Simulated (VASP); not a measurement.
**SrRe: relaxation of cell and atoms with PBE**

SrRe:

```
Sr Re
1.0
     3.85755    0.00000    0.00000
    -1.92878    3.34074    0.00000
     0.00000    0.00000    5.53077
Sr Re
1 1
Direct
  0.33333 0.66667 0.50000
  0.00000 0.00000 0.00000
```

* Program: VASP 6.6.1
* Task: relaxation of cell and atoms
* Functional: PBE
* Potentials or basis: VASP PAW PBE potentials, release 64 (Sr_sv, Re)
* Cutoff: 600 eV
* k mesh: 6 × 6 × 4
* Occupations: gaussian, width 0.1 eV
* Spin: no spin polarisation
* Dipole correction: no
* Further INCAR settings: ALGO = Normal; EDIFF = 1e-06; IBRION = 2; EDIFFG = -0.04; NSW = 90; ISIF = 3

The relaxed volume is 21.27 Å³/atom. The relaxed cell is a = 2.998 Å, b = 2.998 Å, c = 5.467 Å, α = 90.00°, β = 90.00°, γ = 120.00°, the space group after relaxing (to 0.05 Å) is P-6m2 (No. 187) and the energy gained by relaxing is 961.6 meV/atom. The ionic steps are 9 and the pressure after relaxing is -0.1 GPa.

Stress tensor (GPa, compression positive):
```
-0.29  0.00  0.00
 0.00 -0.29  0.00
 0.00  0.00  0.28
```

Step by step:
```csv
step,energy change (eV),largest force (eV/Å),pressure (GPa),volume (Å³)
1,0.0000,0.0000,-12.02,71.28
2,-1.3948,0.0000,-1.10,47.11
3,-1.3982,0.0000,0.08,46.32
4,-1.8017,0.0000,5.01,41.36
5,-1.8227,0.0000,7.65,40.00
6,-1.8558,0.0000,-5.50,45.00
7,-1.9232,0.0000,-0.41,42.67
8,-1.9233,0.0000,-0.24,42.60
9,-1.9232,0.0000,-0.10,42.55
```

Final structure:
```
Sr Re
1.0
     2.99794    0.00000    0.00000
    -1.49897    2.59629    0.00000
     0.00000    0.00000    5.46657
Sr Re
1 1
Direct
  0.33333 0.66667 0.50000
  0.00000 0.00000 0.00000
```

Levels at points of the mesh, in eV from the Fermi level:
```tsv
k point	band 6	band 7	band 8	band 9	band 10	band 11
(0.00, 0.00, 0.00)	-2.96	-0.65	-0.65	0.32	1.18	1.18
(0.50, 0.00, 0.00)	-2.72	-2.09	0.13	0.21	0.43	1.06
(0.00, 0.00, 0.50)	-2.54	-1.41	-0.68	-0.68	0.72	1.07
(0.50, 0.00, 0.50)	-2.99	-2.19	-0.77	0.53	1.14	2.99
```

Run time: 2.5 min on 1 thread of Intel(R) Xeon(R) Platinum 8259CL CPU @ 2.50GHz (Skylake/Cascade Lake), with other jobs on the host, peak memory 0.25 GiB.

Caveat: the volume moved by over 15 % at a fixed basis, so the end points are rough; spin-orbit coupling is left out, which moves the levels of the heavy elements.
